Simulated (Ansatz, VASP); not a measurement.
Two plane-wave programs on Rh

INCAR

```
PREC = Accurate
ENCUT = 500
EDIFF = 1E-7
ISMEAR = 0
SIGMA = 0.1
LREAL = False
LASPH = True
NELM = 120
ALGO = Normal
ISIF = 3
LWAVE = False
LCHARG = False
IBRION = 2
NSW = 100
EDIFFG = -0.002
GGA_COMPAT = False
NELMIN = 4
```

File KPOINTS:

```
regular mesh
0
Gamma
  14 14 14
```

POSCAR

```
Rh
1.0
    0.0000000000      1.8789959223      1.8789959223
    1.8789959223      0.0000000000      1.8789959223
    1.8789959223      1.8789959223      0.0000000000
Rh
1
Direct
    0.0000000000      0.0000000000      0.0000000000
```

Input for Ansatz:

```yaml
crystal:
  lattice:
    - [0.0, 1.8789959223, 1.8789959223]
    - [1.8789959223, 0.0, 1.8789959223]
    - [1.8789959223, 1.8789959223, 0.0]
  atoms:
    - { symbol: Rh, position: [0.0, 0.0, 0.0] }
basis:
  ecutwfc: 420
kpoints:
  mp_grid: { grid: [14, 14, 14] }
hamiltonian:
  xc: lda
  pseudopotentials: { kind: paw, azcp: { folder: soft_1 } }
scf:
  occupations: { method: gaussian, width: 0.1 }
output:
  forces: true
  stress: true
  eigenvalues: true
relax:
  adjacent_minimum: "off"
  f_tol: 0.002
  max_steps: 80
  cell: { stress_tol: 0.02 }
```

Alike in both runs: task relaxation of cell and atoms; functional LDA; k mesh 14 × 14 × 14; occupations gaussian, width 0.1 eV; no spin polarisation.

```csv
,VASP,Ansatz
version,VASP 6.6.1,Ansatz 0.2.0
potentials or method,"VASP PAW LDA potentials, release 64 (Rh_pv), cutoff 500 eV","scalar-relativistic, plane waves, PAW"
valence electrons in the cell,15,17
```

```tsv
	VASP	Ansatz	Ansatz less VASP
gap on the k mesh at the Fermi level, each at its own relaxed structure (eV)	none	none	-
relaxed volume (Å³/atom)	13.26	13.23	-0.037
relaxed cell length with the largest relative difference (Å)	2.657	2.655	-0.0025
```

Ansatz warns that its potentials were made for another functional, while VASP's fit it. LDA's correlation is that of Perdew and Zunger in VASP and of Perdew and Wang (1992) in Ansatz. A gap of «none» marks a metal or a gap that the smearing closes. VASP's potentials hold 15 valence electrons a cell and Ansatz's 17, so a difference there can come from the potentials and not from the codes.
